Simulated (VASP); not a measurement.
# TePb: electric field gradients with PBE

TePb:

```
CELL_PARAMETERS angstrom
0.00000 3.27991 3.27991
3.27991 0.00000 3.27991
3.27991 3.27991 0.00000
ATOMIC_POSITIONS crystal
Te 0.50000 0.50000 0.50000
Pb 0.00000 0.00000 0.00000
```

This cell differs from its parent crystal: volume scaled by 1.05.

```json
{
  "Program": "VASP 6.6.1",
  "Task": "electric field gradients",
  "Functional": "PBE",
  "Potentials or basis": "VASP PAW PBE potentials, release 64 (Te, Pb_d)",
  "Cutoff": "520 eV",
  "k mesh": "10 × 10 × 10",
  "Occupations": "fermi-dirac, width 0.03 eV",
  "Spin": "no spin polarisation",
  "Dipole correction": "no",
  "Further INCAR settings": "ALGO = Normal; EDIFF = 1e-08; NBANDS = 17"
}
```

```json
{"Pressure": "0.1 GPa", "Band gap on the k mesh": "0.82 eV, direct"}
```

Levels at points of the mesh, in eV from the valence-band top:
```
           k point  band 7  band 8  band 9  band 10  band 11  band 12  band 13  band 14
(0.00, 0.00, 0.00)   -5.70   -1.17   -1.17    -1.17     4.03     4.03     4.03     5.90
(0.50, 0.00, 0.00)   -8.35   -0.74   -0.74     0.00     0.82     1.39     1.39     8.35
(0.50, 0.50, 0.00)   -7.22   -4.14   -2.54    -2.54     3.49     5.32     5.32     6.46
```

Run time: 57 s on 1 thread of Intel(R) Xeon(R) Platinum 8488C (Sapphire Rapids) (shared host), peak memory 0.23 GiB.

Caveat: without QUAD_EFG the Cq values of the log hold for a quadrupole moment of 1 mb, not for the nuclei; spin-orbit coupling is left out, which moves the levels of the heavy elements. A k mesh can miss the band edges.
